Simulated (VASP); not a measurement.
Here is a VASP 6.6.1 calculation.

Contents of INCAR:

```
PREC = Accurate
ENCUT = 520
EDIFF = 1E-6
ISMEAR = 0
SIGMA = 0.05
LREAL = False
LASPH = True
NELM = 80
ALGO = Normal
ISIF = 2
LWAVE = False
LCHARG = True
GGA = PS
LELF = True
LVHAR = True
NBANDS = 16
```

KPOINTS

```
Automatic mesh
0
Gamma
  9 9 6
```

The input POSCAR:

```
AlN
1.0
    3.2816000000      0.0000000000      0.0000000000
   -1.6408000000      2.8419489650      0.0000000000
    0.0000000000      0.0000000000      4.2228000000
Al N
2 2
Direct
    0.3333333333      0.6666666667      0.7500000000
    0.6666666667      0.3333333333      0.2500000000
    0.3333333333      0.6666666667      0.2500000000
    0.6666666667      0.3333333333      0.7500000000
```

Potentials or basis: VASP PAW PBE potentials, release 64 (Al, N).

Launch:

```bash
$ cat potpaw_PBE.64/Al/POTCAR potpaw_PBE.64/N/POTCAR > POTCAR
$ mpirun -np 1 vasp_std > vasp.out
```

**Question.** Predict the band gap on the k mesh.

**Answer.** 3.22 eV, direct.

**Question.** What does it give for the pressure?

**Answer.** -0.8 GPa.

Stress tensor (GPa, compression positive):
```
 0.77  0.00  0.00
 0.00  0.77  0.00
 0.00  0.00 -3.94
```

Caveat: the PAW data sets were made with another functional, which shifts forces and pressure a little. As with any semilocal functional, this PBEsol gap is likely too small.
